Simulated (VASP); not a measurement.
# Na3LiB5 (P-4m2) in VASP: notebook

Na3LiB5 is run at these levels: PBE; tasks: single point.

Program: VASP 6.6.1. These are calculated values, not measurements. Logs are shortened: lines on timing, memory, paths and dates and some standing lists are left out, and cuts for length are marked.

## (1) The cell of the first run

It takes space group P-4m2 (No. 115, tetragonal). The conventional cell has a = 4.801 Å, b = 4.801 Å, c = 4.296 Å, α = 90.00°, β = 90.00°, γ = 90.00°. Na (site symmetry -4m2) has 4 B at 1.98 Å within 2.6 Å. Na (site symmetry 2mm) has 2 B at 1.89 Å within 2.5 Å. Li (site symmetry -4m2) has 10 B at 2.15 to 2.70 Å and 4 Na at 2.54 Å within 2.8 Å. Within 2.5 Å of B (site symmetry m) lie 2 Na at 1.89 to 1.98 Å and 1 B at 1.89 Å. Within 2.8 Å of B (site symmetry -4m2) lie 2 Li at 2.15 Å and 4 Na at 2.74 Å.

## (2) Single point, PBE

File INCAR:

```
ALGO = Normal
EDIFF = 1E-7
ENCUT = 520
GGA = PE
ISIF = 2
ISMEAR = 0
LASPH = True
LCHARG = True
LELF = True
LREAL = False
LVHAR = True
LWAVE = False
NBANDS = 30
NELM = 100
PREC = Accurate
SIGMA = 0.1
```

File KPOINTS:

```
k-points
0
Gamma
  4 4 4
```

File POSCAR:

```
Na3LiB5
1.0
    4.8012090200      0.0000000000      0.0000000000
    0.0000000000      4.8012090200      0.0000000000
    0.0000000000      0.0000000000      4.2961012400
Na Li B
3 1 5
Direct
    0.5000000000      0.5000000000      0.5000000000
    0.0000000000      0.5000000000      0.1913696000
    0.5000000000      0.0000000000      0.8086304000
    0.0000000000      0.0000000000      0.0000000000
    0.1969920600      0.5000000000      0.8114991500
    0.8030079400      0.5000000000      0.8114991500
    0.5000000000      0.8030079400      0.1885008500
    0.5000000000      0.1969920600      0.1885008500
    0.0000000000      0.0000000000      0.5000000000
```

Potentials or basis: VASP PAW PBE potentials, release 64 (Na_pv, Li_sv, B).

The run is started by

```sh
cat potpaw_PBE.64/Na_pv/POTCAR potpaw_PBE.64/Li_sv/POTCAR potpaw_PBE.64/B/POTCAR > POTCAR
mpirun -np 1 vasp_std > vasp.out
```

OUTCAR:

```text
EDIFF = 1E-7
   ENCUT = 520
   GGA = PE
   ISIF = 2
   ISMEAR = 0
   LASPH = True
   LREAL = False
   NELM = 100
   PREC = Accurate

 ion  position               nearest neighbor table
   1  0.500  0.500  0.500-   5 1.98   6 1.98   7 1.98   8 1.98   2 2.74   3 2.74   3 2.74   2 2.74

   2  0.000  0.500  0.191-   5 1.89   6 1.89   4 2.54   4 2.54   1 2.74   1 2.74
   3  0.500  0.000  0.809-   7 1.89   8 1.89   4 2.54   4 2.54   1 2.74   1 2.74
   4  0.000  0.000  0.000-   9 2.15   9 2.15   2 2.54   3 2.54   2 2.54   3 2.54
   5  0.197  0.500  0.811-   2 1.89   6 1.89   1 1.98
   6  0.803  0.500  0.811-   2 1.89   5 1.89   1 1.98
   7  0.500  0.803  0.189-   3 1.89   8 1.89   1 1.98
   8  0.500  0.197  0.189-   3 1.89   7 1.89   1 1.98
   9  0.000  0.000  0.500-   4 2.15   4 2.15

  LATTYP: Found a simple tetragonal cell.
 ALAT       =     4.8012090200
 C/A-ratio  =     0.8947957113

  Lattice vectors:

 A1 = (   4.8012090200,   0.0000000000,   0.0000000000)
 A2 = (   0.0000000000,   4.8012090200,   0.0000000000)
 A3 = (   0.0000000000,   0.0000000000,   4.2961012400)

Analysis of symmetry for initial positions (statically):
=====================================================================
 Subroutine PRICEL returns:
 Original cell was already a primitive cell.

 Routine SETGRP: Setting up the symmetry group for a
 simple tetragonal supercell.

 Subroutine GETGRP returns: Found  8 space group operations
 (whereof  8 operations were pure point group operations)
 out of a pool of 16 trial point group operations.

The static configuration has the point symmetry D_2d.

Analysis of symmetry for dynamics (positions and initial velocities):
=====================================================================
 Subroutine PRICEL returns:
 Original cell was already a primitive cell.

 Routine SETGRP: Setting up the symmetry group for a
 simple tetragonal supercell.

 Subroutine GETGRP returns: Found  8 space group operations
 (whereof  8 operations were pure point group operations)
 out of a pool of 16 trial point group operations.

The dynamic configuration has the point symmetry D_2d.

 Subroutine INISYM returns: Found  8 space group operations
 (whereof  8 operations are pure point group operations),
 and found     1 'primitive' translations

----------------------------------------------------------------------------------------

                                     Primitive cell

  volume of cell :      99.0320

  direct lattice vectors                    reciprocal lattice vectors
     4.801209020  0.000000000  0.000000000     0.208280872  0.000000000  0.000000000
     0.000000000  4.801209020  0.000000000     0.000000000  0.208280872  0.000000000
     0.000000000  0.000000000  4.296101240     0.000000000  0.000000000  0.232769189

  length of vectors
     4.801209020  4.801209020  4.296101240     0.208280872  0.208280872  0.232769189

  position of ions in fractional coordinates (direct lattice)
     0.500000000  0.500000000  0.500000000
     0.000000000  0.500000000  0.191369600
     0.500000000  0.000000000  0.808630400
     0.000000000  0.000000000  0.000000000
     0.196992060  0.500000000  0.811499150
     0.803007940  0.500000000  0.811499150
     0.500000000  0.803007940  0.188500850
     0.500000000  0.196992060  0.188500850
     0.000000000  0.000000000  0.500000000

  ion indices of the primitive-cell ions
   primitive index   ion index
                 1           1
                 2           2
                 3           3
                 4           4
                 5           5
                 6           6
                 7           7
                 8           8
                 9           9

----------------------------------------------------------------------------------------

 KPOINTS: k-points

Automatic generation of k-mesh.
 Grid dimensions read from file:
 generate k-points for:    4    4    4

 Generating k-lattice:

  Cartesian coordinates                     Fractional coordinates (reciprocal lattice)
     0.052070218  0.000000000  0.000000000     0.250000000  0.000000000  0.000000000
     0.000000000  0.052070218  0.000000000     0.000000000  0.250000000  0.000000000
     0.000000000  0.000000000  0.058192297     0.000000000  0.000000000  0.250000000

  Length of vectors
     0.052070218  0.052070218  0.058192297

  Shift w.r.t. Gamma in fractional coordinates (k-lattice)
     0.000000000  0.000000000  0.000000000

 Subroutine IBZKPT returns following result:
 ===========================================

 Found     18 irreducible k-points:

 Following reciprocal coordinates:
            Coordinates               Weight
  0.000000  0.000000  0.000000      1.000000
  0.250000  0.000000  0.000000      4.000000
  0.500000  0.000000  0.000000      2.000000
  0.250000  0.250000  0.000000      4.000000
  0.500000  0.250000  0.000000      4.000000
  0.500000  0.500000  0.000000      1.000000
[... 10 lines left out ...]
  0.500000  0.250000  0.500000      4.000000
  0.500000  0.500000  0.500000      1.000000
   k-points           NKPTS =     18   k-points in BZ     NKDIM =     18   number of bands    NBANDS=     30
   number of dos      NEDOS =    301   number of ions     NIONS =      9
   total plane-waves  NPLWV =  41472
   dimension x,y,z NGX =    36 NGY =   36 NGZ =   32
   dimension x,y,z NGXF=    72 NGYF=   72 NGZF=   64
   ions per type =               3   1   5
   NGX,Y,Z   is equivalent  to a cutoff of  12.47, 12.47, 12.38 a.u.
   NGXF,Y,Z  is equivalent  to a cutoff of  24.93, 24.93, 24.77 a.u.
 SYSTEM =  unknown system
   PREC   = accura    normal or accurate (medium, high low for compatibility)
   ISTART =      0    job   : 0-new  1-cont  2-samecut
   ICHARG =      2    charge: 1-file 2-atom 10-const
   ISPIN  =      1    spin polarized calculation?
   LNONCOLLINEAR =      F non collinear calculations
   LSORBIT =      F    spin-orbit coupling
   LASPH  =      T    aspherical Exc in radial PAW
   ENCUT  =  520.0 eV  38.22 Ry    6.18 a.u.   8.93  8.93  7.99*2*pi/ulx,y,z
   NELM   =    100;   NELMIN=  2; NELMDL= -5     # of ELM steps
   EDIFF  = 0.1E-06   stopping-criterion for ELM
   LREAL  =      F    real-space projection
   EDIFFG = 0.1E-05   stopping-criterion for IOM
   NSW    =      0    number of steps for IOM
   IBRION =     -1    ionic relax: 0-MD 1-quasi-New 2-CG
   NFREE  =      0    steps in history (QN), initial steepest desc. (CG)
   ISIF   =      2    stress and relaxation
   ISYM   =      2    0-nonsym 1-usesym 2-fastsym
   POTIM  = 0.5000    time-step for ionic-motion
   TEBEG  =    0.0;   TEEND  =   0.0 temperature during run
   PSTRESS=    0.0 pullay stress
   NELECT =      39.0000    total number of electrons
   NUPDOWN=      -1.0000    fix difference up-down
   EMIN   =  10.00;   EMAX   =-10.00  energy-range for DOS
   EFERMI =   0.00;   METHOD = LEGACY
   ISMEAR =     0;   SIGMA  =   0.10  broadening in eV -4-tet -1-fermi 0-gaus
   EFERMI_NEDOS =   21; number of points for ismear=-14 and -15
   IALGO  =     38    algorithm
   IMIX   =      4    mixing-type and parameters
     AMIX     =   0.40;   BMIX     =  1.00
     AMIX_MAG =   1.60;   BMIX_MAG =  1.00
  volume/ion in A,a.u.               =      11.00        74.26
  Fermi-wavevector in a.u.,A,eV,Ry     =   1.199972  2.267618 19.591476  1.439933
  Thomas-Fermi vector in A             =   2.335820
   LORBIT       =      0    0 simple, 1 ext, 2 COOP (PROOUT), +10 PAW based schemes
   GGA     = PE    functional components
   LHFCALC =     F    Hartree Fock is set to
   AEXX    =    0.0000 exact exchange contribution
   IVDW    =     0    specifies the selected vdW correction
   LEPSILON=     F    determine dielectric tensor
   LRPA    =     F    only Hartree local field effects (RPA)
 non-spin polarized calculation
 Gauss-broadening in eV      SIGMA  =   0.10
  energy-cutoff  :      520.00
  volume of cell :       99.03
 maximum number of plane-waves:      2692
 NGX is ok and might be reduce to    36
   NGX = 17   NGY = 17   NGZ = 15

 number of electron      38.9999945 magnetization

 Free energy of the ion-electron system (eV)
  ---------------------------------------------------
  ext. energy  EPLUGINS =         0.00000000
  ---------------------------------------------------
  free energy    TOTEN  =       -17.74231973 eV

  energy without entropy =      -17.72471239  energy(sigma->0) =      -17.73351606

 E-fermi :   3.8531     XC(G=0): -10.2181

 val. band max:        3.8489135752   @ k =   0.0000   0.0000   0.2500
 cond. band min:       3.8594232432   @ k =   0.5000   0.2500   0.5000
 fundamental gap:      0.0105096680
 Fermi energy:         3.8530785804

 k-point     1 :       0.0000    0.0000    0.0000
  band No.  band energies     occupation
      1     -41.9175      2.00000
      2     -20.3039      2.00000
      3     -20.2926      2.00000
      4     -20.2036      2.00000
      5     -20.2036      2.00000
      6     -20.0928      2.00000
[... 22 lines left out ...]
     29      10.8826      0.00000
     30      10.8828      0.00000

 k-point     2 :       0.2500    0.0000    0.0000
  band No.  band energies     occupation
      1     -41.9175      2.00000
      2     -20.3115      2.00000
      3     -20.2973      2.00000
      4     -20.2014      2.00000
      5     -20.1875      2.00000
      6     -20.0763      2.00000
[... 22 lines left out ...]
     29      10.4241      0.00000
     30      10.7646      0.00000

 k-point     3 :       0.5000    0.0000    0.0000
  band No.  band energies     occupation
      1     -41.9176      2.00000
      2     -20.3173      2.00000
      3     -20.3007      2.00000
      4     -20.1992      2.00000
      5     -20.1766      2.00000
      6     -20.0363      2.00000
[... 484 lines left out ...]
     29       9.9155      0.00000
     30      11.8622      0.00000

 k-point    18 :       0.5000    0.5000    0.5000
  band No.  band energies     occupation
      1     -41.9177      2.00000
      2     -20.3340      2.00000
      3     -20.3340      2.00000
      4     -20.2516      2.00000
      5     -20.0843      2.00000
      6     -20.0127      2.00000
[... 22 lines left out ...]
     29      10.2043      0.00000
     30      11.1290      0.00000

------------------------ aborting loop because EDIFF is reached ----------------------------------------

  FORCE on cell =-STRESS in cart. coord.  units (eV):
  Direction    XX          YY          ZZ          XY          YZ          ZX
  --------------------------------------------------------------------------------------
  -------------------------------------------------------------------------------------
  Total        6.7623148      6.7623148     42.7185196      0.0000000      0.0000000      0.0000000
  in kB      109.4032523    109.4032523    691.1161512      0.0000000      0.0000000      0.0000000
  external PRESSURE =     303.3075519 kB  Pullay stress =       0.0000000 kB

 VOLUME and BASIS-vectors are now :
 -----------------------------------------------------------------------------
  energy-cutoff  :      520.00
  volume of cell :       99.03
      direct lattice vectors                 reciprocal lattice vectors
     4.801209020  0.000000000  0.000000000     0.208280872  0.000000000  0.000000000
     0.000000000  4.801209020  0.000000000     0.000000000  0.208280872  0.000000000
     0.000000000  0.000000000  4.296101240     0.000000000  0.000000000  0.232769189

 POSITION                                       TOTAL-FORCE (eV/Angst)
 -----------------------------------------------------------------------------------
      2.40060      2.40060      2.14805         0.000000      0.000000      0.000000
      0.00000      2.40060      0.82214        -0.000000      0.000000      8.432880
      2.40060      0.00000      3.47396         0.000000      0.000000     -8.432880
      0.00000      0.00000      0.00000         0.000000      0.000000      0.000000
      0.94580      2.40060      3.48628        -2.622300      0.000000     -0.449498
      3.85541      2.40060      3.48628         2.622300     -0.000000     -0.449498
      2.40060      3.85541      0.80982         0.000000      2.622300      0.449498
      2.40060      0.94580      0.80982        -0.000000     -2.622300      0.449498
      0.00000      0.00000      2.14805        -0.000000      0.000000      0.000000
 -----------------------------------------------------------------------------------
    total drift:                                0.000000      0.000000      0.000000

  FREE ENERGIE OF THE ION-ELECTRON SYSTEM (eV)
  ---------------------------------------------------
  free  energy   TOTEN  =       -17.7423197322 eV

  energy  without entropy=      -17.7247123905  energy(sigma->0) =      -17.73351606
```

Run time: 26 s. Hardware: 1 thread of Intel Xeon 6975P-C (Granite Rapids), shared host; peak memory 0.2 GiB.

What came out:

```yaml
Free_energy: -17.7423 eV
Largest_force: 8.433 eV/Å
```

Forces on the atoms (eV/Å):
```
Na   0.000  0.000  0.000
Na   0.000  0.000  8.433
Na   0.000  0.000 -8.433
Li   0.000  0.000  0.000
B   -2.622  0.000 -0.449
B    2.622  0.000 -0.449
B    0.000  2.622  0.449
B    0.000 -2.622  0.449
B    0.000  0.000  0.000
```

Levels at points of the mesh, in eV from the Fermi level:
```tsv
k point	band 16	band 17	band 18	band 19	band 20	band 21	band 22	band 23	band 24	band 25
(0.00, 0.00, 0.00)	-2.87	-0.97	-0.96	-0.40	-0.40	0.37	0.41	1.28	1.28	2.58
(0.50, 0.00, 0.00)	-2.95	-2.08	-1.33	-0.59	0.13	0.68	1.80	2.14	2.68	2.95
(0.50, 0.50, 0.00)	-1.29	-0.78	-0.78	-0.39	-0.39	-0.38	0.29	1.53	1.53	3.10
(0.00, 0.00, 0.50)	-3.52	-2.27	-2.27	-2.25	-0.38	0.81	1.20	2.45	2.45	2.74
(0.50, 0.00, 0.50)	-2.49	-2.12	-1.83	-0.15	0.06	0.16	0.17	0.91	2.42	2.92
(0.50, 0.50, 0.50)	-3.39	-3.05	-3.05	0.60	0.60	2.16	2.54	2.90	2.90	3.04
```

Caveat: the k points lie up to 0.37 Å⁻¹ apart; the cutoff is under 1.25 times the usual one of these potentials, so pressure, stress and relaxed cells hold a basis-set (Pulay) error; forces of over 1 eV/Å act on the atoms, so gaps and moduli don't describe the material at rest.

## (3) Single point, PBE

This run uses another cell than the first one, of 16.99 Å³/atom, 1.544 times its volume.

File INCAR:

```
SYSTEM = Na3LiB5
PREC = Accurate ; ENCUT = 520
EDIFF = 1E-6 ; ISMEAR = 0
SIGMA = 0.1 ; LREAL = .FALSE.
LASPH = .TRUE. ; NELM = 100
ALGO = Normal ; ISIF = 2
LWAVE = .FALSE. ; LCHARG = .FALSE.
GGA = PE ; NBANDS = 30
```

File KPOINTS:

```
regular mesh
0
G
  4 4 4
  0 0 0
```

File POSCAR:

```
Na3LiB5
1.0
    3.9719627785      0.0000000000      0.0000000000
    0.0000000000      3.9719627785      0.0000000000
    0.0000000000      0.0000000000      9.6906013950
Na Li B
3 1 5
Direct
    0.5000000000      0.5000000000      0.5000000000
    0.0000000000      0.5000000000      0.2475728098
    0.5000000000      0.0000000000      0.7524271902
    0.0000000000      0.0000000000      0.0000000000
    0.2181117539      0.5000000000      0.9720850089
    0.7818882461      0.5000000000      0.9720850089
    0.5000000000      0.7818882461      0.0279149911
    0.5000000000      0.2181117539      0.0279149911
    0.0000000000      0.0000000000      0.5000000000
```

Potentials or basis: VASP PAW PBE potentials, release 64 (Na_pv, Li_sv, B).

The run is started by

```sh
cat potpaw_PBE.64/Na_pv/POTCAR potpaw_PBE.64/Li_sv/POTCAR potpaw_PBE.64/B/POTCAR > POTCAR
mpirun -np 1 vasp_std > vasp.out
```

Wall time 63 s (1 thread of Intel Xeon 6975P-C (Granite Rapids), shared host); peak memory 0.26 GiB.

It converged, with:

```yaml
Free_energy: -34.3211 eV
Largest_force: 0.009 eV/Å
```

Forces in eV/Å, atoms in the order of the input:
```
Na   0.000  0.000  0.000
Na   0.000  0.000  0.001
Na   0.000  0.000 -0.001
Li   0.000  0.000  0.000
B   -0.008  0.000 -0.003
B    0.008  0.000 -0.003
B    0.000  0.008  0.003
B    0.000 -0.008  0.003
B    0.000  0.000  0.000
```

Levels at points of the mesh, in eV from the Fermi level:
```csv
k point,band 18,band 19,band 20,band 21,band 22,band 23
"(0.00, 0.00, 0.00)",-0.82,0.48,0.53,1.56,1.56,3.46
"(0.50, 0.00, 0.00)",-2.16,-1.49,0.08,1.05,1.79,2.56
"(0.50, 0.50, 0.00)",-1.09,-0.52,-0.52,0.68,2.17,2.17
"(0.00, 0.00, 0.50)",-1.33,0.53,1.55,1.55,1.80,2.22
"(0.50, 0.00, 0.50)",-2.08,-1.38,-0.06,0.92,1.63,1.79
"(0.50, 0.50, 0.50)",-1.15,-0.43,-0.43,0.79,2.19,2.19
```

Caveat: the k points lie up to 0.40 Å⁻¹ apart; the cutoff is under 1.25 times the usual one of these potentials, so pressure, stress and relaxed cells hold a basis-set (Pulay) error.
